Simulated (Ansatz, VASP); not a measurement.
**One calculation of CdTe, two programs**

File INCAR:

```
SYSTEM = CdTe
ALGO     = Normal         ! electronic algorithm
EDIFF    = 1E-6           ! SCF threshold, eV
ENCUT    = 520            ! plane-wave cutoff, eV
GGA      = PE             ! functional
ISIF     = 2              ! what is computed and relaxed
ISMEAR   = 0              ! smearing method
LASPH    = .True.         ! aspherical terms in the spheres
LCHARG   = .False.        ! write CHGCAR
LREAL    = .False.        ! projectors in reciprocal space
LWAVE    = .False.        ! write WAVECAR
NBANDS   = 16             ! bands
NELM     = 100            ! most SCF steps
PREC     = Accurate       ! precision mode
SIGMA    = 0.05           ! smearing width, eV
```

The input KPOINTS:

```
k-points
0
Gamma
  8 8 8
  0 0 0
```

Contents of POSCAR:

```
CdTe
1.0
    0.0000000000      3.2050000000      3.3973000000
    3.2050000000      0.0000000000      3.3973000000
    3.2050000000      3.2050000000      0.0000000000
Cd Te
1 1
Direct
    0.0000000000      0.0000000000      0.0000000000
    0.7500000000      0.7500000000      0.7500000000
```

Input for Ansatz:

```yaml
crystal:
  lattice:
    - [0.0, 3.205, 3.3973]
    - [3.205, 0.0, 3.3973]
    - [3.205, 3.205, 0.0]
  atoms:
    - { symbol: Cd, position: [0.0, 0.0, 0.0] }
    - { symbol: Te, position: [0.75, 0.75, 0.75] }
basis:
  ecutwfc: 420
kpoints:
  mp_grid: { grid: [8, 8, 8] }
hamiltonian:
  xc: pbe
scf:
  occupations: { method: gaussian, width: 0.05 }
output:
  forces: true
  stress: true
  eigenvalues: true
```

Change from the starting cell: strain +0.0600 x Voigt [0, 0, 1, 0, 0, 0], atoms carried along.

Alike in both runs: task single point; functional PBE; k mesh 8 × 8 × 8; occupations gaussian, width 0.05 eV; no spin polarisation.

|  | VASP | Ansatz |
| --- | --- | --- |
| version | VASP 6.6.1 | Ansatz 0.2.0 |
| potentials or method | VASP PAW PBE potentials, release 64 (Cd, Te), cutoff 520 eV | scalar-relativistic, plane waves, PAW |
| valence electrons in the cell | 18 | 36 |

```csv
,VASP,Ansatz,Ansatz less VASP
gap on the k mesh at the Fermi level (eV),0.61,0.62,+0.001
least direct gap on the mesh (eV),0.61,0.62,+0.001
pressure (GPa),1.5,1.4,-0.13
"traceless stress, the component that is largest in VASP (GPa)",-0.67,-0.68,-0.003
```

VASP's potentials hold 18 valence electrons a cell and Ansatz's 36, so a difference there can come from the potentials and not from the codes.

Spin-orbit coupling is off throughout.
